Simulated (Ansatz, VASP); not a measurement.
# BN: VASP beside Ansatz

```
CELL_PARAMETERS angstrom
0.00000 1.81203 1.81203
1.81203 0.00000 1.81203
1.81203 1.81203 0.00000
ATOMIC_POSITIONS crystal
B 0.00000 0.00000 0.00000
N 0.25000 0.25000 0.25000
```

Alike in both runs: functional PBE; k mesh 12 × 12 × 12; occupations gaussian, width 0.02 eV; no spin polarisation.

Ansatz relaxed the structure, and its values are those at the end. VASP's run is a single point on that final structure, the one shown.

```csv
,VASP,Ansatz
version,VASP 6.6.1,Ansatz 0.2.0
potentials or method,"VASP PAW PBE potentials, release 64 (B, N), cutoff 600 eV","scalar-relativistic, plane waves, PAW"
valence electrons in the cell,8,8
```

|  | VASP | Ansatz | Ansatz less VASP |
| --- | --- | --- | --- |
| gap on the k mesh at the Fermi level (eV) | 4.45 | 4.46 | +0.007 |
| least direct gap on the mesh (eV) | 8.78 | 8.79 | +0.005 |
| pressure (GPa) | 0.2 | 0.0 | -0.16 |
